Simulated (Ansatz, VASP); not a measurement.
# TaN in VASP and in Ansatz

INCAR

```
SYSTEM = TaN
ALGO = Normal ; EDIFF = 1E-8
ENCUT = 520 ; GGA = PE
ISIF = 2 ; ISMEAR = -1
LASPH = .True. ; LCHARG = .False.
LEFG = .True. ; LREAL = .False.
LWAVE = .False. ; NBANDS = 24
NELM = 60 ; PREC = Accurate
SIGMA = 0.01
```

The input KPOINTS:

```
k-points
0
Gamma
  9 9 5
  0 0 0
```

Contents of POSCAR:

```
TaN
1.0
    3.1415011232      0.0000000000      0.0000000000
   -1.5707505617      2.7206197788      0.0000000000
    0.0000000000      0.0000000000      4.9400000000
Ta N
2 2
Direct
    0.3333333333      0.6666666667      0.0000000000
    0.6666666667      0.3333333333      0.5000000000
    0.3333333333      0.6666666667      0.3850000000
    0.6666666667      0.3333333333      0.8850000000
```

Input for Ansatz:

```yaml
crystal:
  lattice:
    - [3.1415011232, 0.0, 0.0]
    - [-1.5707505617, 2.7206197788, 0.0]
    - [0.0, 0.0, 4.94]
  atoms:
    - { symbol: Ta, position: [0.3333333333, 0.6666666667, 0.0] }
    - { symbol: Ta, position: [0.6666666667, 0.3333333333, 0.5] }
    - { symbol: "N", position: [0.3333333333, 0.6666666667, 0.385] }
    - { symbol: "N", position: [0.6666666667, 0.3333333333, 0.885] }
kpoints:
  mp_grid: { grid: [9, 9, 5] }
scf:
  occupations: { method: fermi_dirac, width: 0.01 }
hamiltonian:
  xc: pbe
  pseudopotentials: { kind: all_electron, datasets: crystal }
output:
  forces: true
  stress: true
  eigenvalues: true
  efg: { contact_densities: true }
```

Change from the starting cell: equal xx and yy strain of +3 %, crystal datasets.

Alike in both runs: task electric field gradients; functional PBE; k mesh 9 × 9 × 5; occupations fermi-dirac, width 0.01 eV; no spin polarisation.

|  | VASP | Ansatz |
| --- | --- | --- |
| version | VASP 6.6.1 | Ansatz 0.2.0 |
| potentials or method | VASP PAW PBE potentials, release 64 (Ta_pv, N), cutoff 520 eV | all-electron PAW with datasets made for the crystal, scalar-relativistic |

|  | VASP | Ansatz | Ansatz less VASP |
| --- | --- | --- | --- |
| pressure (GPa) | 99.3 | 95.4 | -3.85 |
| traceless stress, the component that is largest in VASP (GPa) | -3.63 | -3.50 | +0.130 |
| rms of the force components (eV/Å) | 0.436 | 0.441 | +0.0050 |
| size of Vzz on the site where it differs most (V/Å²) | 79.2 | 82.7 | +3.51 |

Atom by atom the forces differ by 0.005 eV/Å (rms over components). Both programs put the cell under a high pressure, so it lies far from rest at this level. Ansatz ran all-electron here, and VASP with PAW potentials.

Neither program's run includes spin-orbit coupling. Noted on VASP's run: the cell as given lies far from equilibrium.
